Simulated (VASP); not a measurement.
# KBr (P6_3/mmc) in VASP: notebook

The runs below take KBr through single point, with PBE, LDA.

Program: VASP 6.6.1. These are calculated values, not measurements. Logs are shortened: lines on timing, memory, paths and dates and some standing lists are left out, and cuts for length are marked.

### Step 1. The cell of the first run

It takes space group P6_3/mmc (No. 194, hexagonal). The conventional cell has a = 5.619 Å, b = 5.619 Å, c = 6.554 Å, α = 90.00°, β = 90.00°, γ = 120.00°. K (site symmetry -6m2) has 5 Br at 3.24 to 3.28 Å within 4.3 Å. Within 4.3 Å of Br (site symmetry -6m2) lie 5 K at 3.24 to 3.28 Å.

### Step 2. Single point, PBE

INCAR

```
PREC = Accurate
ENCUT = 520
EDIFF = 1E-7
ISMEAR = 0
SIGMA = 0.01
LREAL = False
LASPH = True
NELM = 60
ALGO = Normal
ISIF = 2
LWAVE = False
LCHARG = False
GGA = PE
NBANDS = 24
```

KPOINTS

```
regular mesh
0
Gamma
  6 6 4
```

POSCAR

```
KBr
1.0
    5.6185814494      0.0000000000      0.0000000000
   -2.8092907247      4.8658342684      0.0000000000
    0.0000000000      0.0000000000      6.5538300027
K Br
2 2
Direct
    0.3333333333      0.6666666667     -0.0625000000
    0.6666666667      0.3333333333      0.4375000000
    0.3333333333      0.6666666667      0.4375000000
    0.6666666667      0.3333333333      0.9375000000
```

Potentials or basis: VASP PAW PBE potentials, release 64 (K_sv, Br).

Run with:

```
> cat potpaw_PBE.64/K_sv/POTCAR potpaw_PBE.64/Br/POTCAR > POTCAR
> mpirun -np 1 vasp_std > vasp.out
```

OUTCAR:

```text
PREC = Accurate
   ENCUT = 520
   EDIFF = 1E-7
   ISMEAR = 0
   LREAL = False
   LASPH = True
   NELM = 60
   ISIF = 2
   GGA = PE

 ion  position               nearest neighbor table
   1  0.333  0.667  0.938-   4 3.24   4 3.24   4 3.24   3 3.28   3 3.28
   2  0.667  0.333  0.438-   3 3.24   3 3.24   3 3.24   4 3.28   4 3.28
   3  0.333  0.667  0.438-   2 3.24   2 3.24   2 3.24   1 3.28   1 3.28
   4  0.667  0.333  0.938-   1 3.24   1 3.24   1 3.24   2 3.28   2 3.28

  LATTYP: Found a hexagonal cell.
 ALAT       =     5.6185814494
 C/A-ratio  =     1.1664563488

  Lattice vectors:

 A1 = (   5.6185814494,   0.0000000000,   0.0000000000)
 A2 = (  -2.8092907247,   4.8658342684,   0.0000000000)
 A3 = (   0.0000000000,   0.0000000000,   6.5538300027)

Analysis of symmetry for initial positions (statically):
=====================================================================
 Subroutine PRICEL returns:
 Original cell was already a primitive cell.

 Routine SETGRP: Setting up the symmetry group for a
 hexagonal supercell.

 Subroutine GETGRP returns: Found 24 space group operations
 (whereof  6 operations were pure point group operations)
 out of a pool of 24 trial point group operations.

The static configuration has the point symmetry C_3v.
 The point group associated with its full space group is D_6h.

Analysis of symmetry for dynamics (positions and initial velocities):
=====================================================================
 Subroutine PRICEL returns:
 Original cell was already a primitive cell.

 Routine SETGRP: Setting up the symmetry group for a
 hexagonal supercell.

 Subroutine GETGRP returns: Found 24 space group operations
 (whereof  6 operations were pure point group operations)
 out of a pool of 24 trial point group operations.

The dynamic configuration has the point symmetry C_3v.
 The point group associated with its full space group is D_6h.

 Subroutine INISYM returns: Found 24 space group operations
 (whereof  6 operations are pure point group operations),
 and found     1 'primitive' translations

----------------------------------------------------------------------------------------

                                     Primitive cell

  volume of cell :     179.1757

  direct lattice vectors                    reciprocal lattice vectors
[... 84 lines left out ...]
   LASPH  =      T    aspherical Exc in radial PAW
   ENCUT  =  520.0 eV  38.22 Ry    6.18 a.u.  10.45 10.45 12.19*2*pi/ulx,y,z
   NELM   =     60;   NELMIN=  2; NELMDL= -5     # of ELM steps
   EDIFF  = 0.1E-06   stopping-criterion for ELM
   LREAL  =      F    real-space projection
   EDIFFG = 0.1E-05   stopping-criterion for IOM
   NSW    =      0    number of steps for IOM
   IBRION =     -1    ionic relax: 0-MD 1-quasi-New 2-CG
   NFREE  =      0    steps in history (QN), initial steepest desc. (CG)
   ISIF   =      2    stress and relaxation
   ISYM   =      2    0-nonsym 1-usesym 2-fastsym
   POTIM  = 0.5000    time-step for ionic-motion
   TEBEG  =    0.0;   TEEND  =   0.0 temperature during run
   PSTRESS=    0.0 pullay stress
   NELECT =      32.0000    total number of electrons
   NUPDOWN=      -1.0000    fix difference up-down
   EMIN   =  10.00;   EMAX   =-10.00  energy-range for DOS
   EFERMI =   0.00;   METHOD = LEGACY
   ISMEAR =     0;   SIGMA  =   0.01  broadening in eV -4-tet -1-fermi 0-gaus
   EFERMI_NEDOS =   21; number of points for ismear=-14 and -15
   IALGO  =     38    algorithm
   IMIX   =      4    mixing-type and parameters
     AMIX     =   0.40;   BMIX     =  1.00
     AMIX_MAG =   1.60;   BMIX_MAG =  1.00
  volume/ion in A,a.u.               =      44.79       302.28
  Fermi-wavevector in a.u.,A,eV,Ry     =   0.921931  1.742197 11.564365  0.849957
  Thomas-Fermi vector in A             =   2.047402
   LORBIT       =      0    0 simple, 1 ext, 2 COOP (PROOUT), +10 PAW based schemes
   GGA     = PE    functional components
   LHFCALC =     F    Hartree Fock is set to
   AEXX    =    0.0000 exact exchange contribution
   IVDW    =     0    specifies the selected vdW correction
   LEPSILON=     F    determine dielectric tensor
   LRPA    =     F    only Hartree local field effects (RPA)
 non-spin polarized calculation
 Gauss-broadening in eV      SIGMA  =   0.01
  energy-cutoff  :      520.00
  volume of cell :      179.18
 maximum number of plane-waves:      4860
 NGX is ok and might be reduce to    42
   NGX = 21   NGY = 21   NGZ = 25

 number of electron      32.0000003 magnetization

 Free energy of the ion-electron system (eV)
  ---------------------------------------------------
  ext. energy  EPLUGINS =         0.00000000
  ---------------------------------------------------
  free energy    TOTEN  =       -12.27468751 eV

  energy without entropy =      -12.27468751  energy(sigma->0) =      -12.27468751

 E-fermi :  -2.4015     XC(G=0):  -6.3506

 val. band max:       -2.5359846142   @ k =   0.0000   0.0000   0.0000
 cond. band min:       1.6512803349   @ k =   0.0000   0.0000   0.0000
 fundamental gap:      4.1872649492
 Fermi energy:        -2.4015007337

 k-point     1 :       0.0000    0.0000    0.0000
  band No.  band energies     occupation
      1     -30.4533      2.00000
      2     -30.4468      2.00000
      3     -14.7615      2.00000
      4     -14.6784      2.00000
      5     -13.9995      2.00000
      6     -13.9804      2.00000
[... 556 lines left out ...]
     23       6.0201      0.00000
     24       6.0201      0.00000

------------------------ aborting loop because EDIFF is reached ----------------------------------------

  FORCE on cell =-STRESS in cart. coord.  units (eV):
  Direction    XX          YY          ZZ          XY          YZ          ZX
  --------------------------------------------------------------------------------------
  -------------------------------------------------------------------------------------
  Total        0.4090248      0.4090248      0.5836910      0.0000000     -0.0000000      0.0000000
  in kB        3.6574724      3.6574724      5.2193262      0.0000000     -0.0000000      0.0000000
  external PRESSURE =       4.1780903 kB  Pullay stress =       0.0000000 kB

 VOLUME and BASIS-vectors are now :
 -----------------------------------------------------------------------------
  energy-cutoff  :      520.00
  volume of cell :      179.18
      direct lattice vectors                 reciprocal lattice vectors
     5.618581449  0.000000000  0.000000000     0.177980867  0.102757302  0.000000000
    -2.809290725  4.865834268  0.000000000     0.000000000  0.205514603  0.000000000
     0.000000000  0.000000000  6.553830003     0.000000000  0.000000000  0.152582536

 POSITION                                       TOTAL-FORCE (eV/Angst)
 -----------------------------------------------------------------------------------
     -0.00000      3.24389      6.14422         0.000000     -0.000000      0.000000
      2.80929      1.62194      2.86730        -0.000000      0.000000      0.000000
     -0.00000      3.24389      2.86730         0.000000     -0.000000      0.000000
      2.80929      1.62194      6.14422        -0.000000      0.000000     -0.000000
 -----------------------------------------------------------------------------------
    total drift:                               -0.000000      0.000000     -0.000049

  FREE ENERGIE OF THE ION-ELECTRON SYSTEM (eV)
  ---------------------------------------------------
  free  energy   TOTEN  =       -12.2746875084 eV

  energy  without entropy=      -12.2746875084  energy(sigma->0) =      -12.27468751
```

OSZICAR:

```text
N       E                     dE             d eps       ncg     rms          rms(c)
DAV:   1     0.237780309466E+03    0.23778E+03   -0.13513E+04  1008   0.111E+03
DAV:   2     0.936810514153E+01   -0.22841E+03   -0.21719E+03  1232   0.288E+02
DAV:   3    -0.121974039163E+02   -0.21566E+02   -0.21475E+02  1672   0.756E+01
DAV:   4    -0.127833689369E+02   -0.58597E+00   -0.58486E+00  1464   0.130E+01
DAV:   5    -0.128128809296E+02   -0.29512E-01   -0.29511E-01  1496   0.182E+00    0.443E+00
DAV:   6    -0.122990098752E+02    0.51387E+00   -0.73591E-01  1248   0.315E+00    0.313E+00
DAV:   7    -0.122351588275E+02    0.63851E-01   -0.42250E-01  1280   0.254E+00    0.153E+00
DAV:   8    -0.122676152513E+02   -0.32456E-01   -0.62880E-02  1240   0.134E+00    0.374E-01
DAV:   9    -0.122686774880E+02   -0.10622E-02   -0.16383E-03  1336   0.199E-01    0.226E-01
DAV:  10    -0.122745535588E+02   -0.58761E-02   -0.57713E-03  1024   0.328E-01    0.101E-01
DAV:  11    -0.122746118141E+02   -0.58255E-04   -0.16260E-04  1592   0.680E-02    0.390E-02
DAV:  12    -0.122746891736E+02   -0.77360E-04   -0.15369E-04  1080   0.672E-02    0.270E-02
DAV:  13    -0.122746865155E+02    0.26582E-05   -0.20541E-05  1336   0.251E-02    0.469E-03
DAV:  14    -0.122746870063E+02   -0.49087E-06   -0.11948E-06  1296   0.540E-03    0.184E-03
DAV:  15    -0.122746872570E+02   -0.25064E-06   -0.52853E-08  1000   0.150E-03    0.942E-04
DAV:  16    -0.122746874890E+02   -0.23207E-06   -0.85141E-08   952   0.185E-03    0.508E-04
DAV:  17    -0.122746875084E+02   -0.19339E-07   -0.67659E-09   992   0.619E-04
   1 F= -.12274688E+02 E0= -.12274688E+02  d E =-.111413E-82
```

Wall time 60 s (1 thread of Intel Xeon 6975P-C (Granite Rapids), shared host); peak memory 0.33 GiB.

Results:

```yaml
Free_energy: -12.2747 eV
Pressure: 0.4 GPa
Band_gap_on_the_k_mesh: 4.19 eV
```

Stress tensor (GPa, compression positive):
```
0.37 0.00 0.00
0.00 0.37 0.00
0.00 0.00 0.52
```

Levels at points of the mesh, in eV from the valence-band top:
| k point | band 12 | band 13 | band 14 | band 15 | band 16 | band 17 | band 18 | band 19 | band 20 | band 21 |
| --- | --- | --- | --- | --- | --- | --- | --- | --- | --- | --- |
| (0.00, 0.00, 0.00) | -0.48 | -0.48 | -0.28 | -0.28 | 0.00 | 4.19 | 7.06 | 7.43 | 7.43 | 8.21 |
| (0.50, 0.00, 0.00) | -0.51 | -0.46 | -0.46 | -0.25 | -0.15 | 6.01 | 6.42 | 6.69 | 6.84 | 7.77 |
| (0.00, 0.00, 0.50) | -0.64 | -0.40 | -0.40 | -0.40 | -0.40 | 5.46 | 5.46 | 8.40 | 8.40 | 8.40 |
| (0.50, 0.00, 0.50) | -0.91 | -0.35 | -0.35 | -0.28 | -0.28 | 6.27 | 6.27 | 7.87 | 7.87 | 8.18 |

Caveat: the structure was generated, so it needn't be the stable form of KBr. A k mesh can miss the band edges.

### Step 3. Single point, LDA

INCAR

```
SYSTEM = KBr
  PREC = Accurate
  ENCUT = 520
  EDIFF = 1E-7
  ISMEAR = 0
  SIGMA = 0.01
  LREAL = .FALSE.
  LASPH = .TRUE.
  NELM = 60
  ALGO = Normal
  ISIF = 2
  LWAVE = .FALSE.
  LCHARG = .FALSE.
  GGA = CA
  NBANDS = 24
```

KPOINTS

```
Automatic mesh
0
G
  6 6 4
  0 0 0
```

POSCAR is that of step 2.

Potentials or basis: VASP PAW LDA potentials, release 64 (K_sv, Br).

Run with:

```
> cat potpaw_LDA.64/K_sv/POTCAR potpaw_LDA.64/Br/POTCAR > POTCAR
> mpirun -np 1 vasp_std > vasp.out
```

Run time: 40 s. Hardware: 1 thread of Intel Xeon 6975P-C (Granite Rapids), shared host; peak memory 0.26 GiB.

Results (log left out):

```yaml
Free_energy: -13.2801 eV
Pressure: -1.2 GPa
Band_gap_on_the_k_mesh: 3.87 eV
```

Stress tensor (GPa, compression positive):
```
-1.11  0.00  0.00
 0.00 -1.11  0.00
 0.00  0.00 -1.40
```

Levels at points of the mesh, in eV from the valence-band top:
| k point | band 13 | band 14 | band 15 | band 16 | band 17 | band 18 | band 19 | band 20 |
| --- | --- | --- | --- | --- | --- | --- | --- | --- |
| (0.00, 0.00, 0.00) | -0.50 | -0.30 | -0.30 | 0.00 | 3.87 | 6.80 | 7.17 | 7.17 |
| (0.50, 0.00, 0.00) | -0.49 | -0.49 | -0.26 | -0.15 | 5.76 | 6.11 | 6.42 | 6.57 |
| (0.00, 0.00, 0.50) | -0.42 | -0.42 | -0.42 | -0.42 | 5.18 | 5.18 | 8.16 | 8.16 |
| (0.50, 0.00, 0.50) | -0.37 | -0.37 | -0.29 | -0.29 | 6.01 | 6.01 | 7.58 | 7.58 |

Caveat: the structure was generated, so it needn't be the stable form of KBr. A k mesh can miss the band edges.
